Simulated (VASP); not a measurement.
Set up this calculation in VASP 6.6.1, as the native input.

```
Task                   : single point
Functional             : PBE
Potentials or basis    : VASP PAW PBE potentials, release 64 (Ge_d)
Cutoff                 : 520 eV
k mesh                 : 16 × 16 × 16
Occupations            : gaussian, width 0.1 eV
Spin                   : no spin polarisation
Dipole correction      : no
Further INCAR settings : ALGO = Normal; EDIFF = 1e-07; NBANDS = 21
```

The structure of Ge lies in POSCAR:

```
Ge
1.0
   -2.3452455967      2.5078224325      1.4410279295
    2.3452455967     -2.5078224325      1.4410279295
    2.3452455967      2.5078224325     -1.4410279295
Ge
2
Direct
    0.2729329864      1.0229329864      0.2500000000
    0.7270670136     -0.0229329864      0.7500000000
```

This cell differs from its parent crystal: strained.

The input as run:

INCAR

```
PREC = Accurate
ENCUT = 520
EDIFF = 1E-7
ISMEAR = 0
SIGMA = 0.1
LREAL = False
LASPH = True
NELM = 100
ALGO = Normal
ISIF = 2
LWAVE = False
LCHARG = False
GGA = PE
NBANDS = 21
```

KPOINTS

```
Automatic mesh
0
Gamma
  16 16 16
```

Potentials or basis: VASP PAW PBE potentials, release 64 (Ge_d).

Command:

```sh
$ cat potpaw_PBE.64/Ge_d/POTCAR > POTCAR
$ mpirun -np 1 vasp_std > vasp.out
```

Results of the run:

| Property | Result |
| --- | --- |
| Pressure | 12.4 GPa |
| Largest force | 0.075 eV/Å |
| Band gap on the k mesh | zero (band 14 reaches 11.44 eV, above the bottom of band 15 at 4.07 eV) |

Caveat: the cell differs from its parent crystal (strained).

Run time: 2.6 min on 1 thread of Intel(R) Xeon(R) 6975P-C (Granite Rapids) (shared host), peak memory 0.43 GiB.
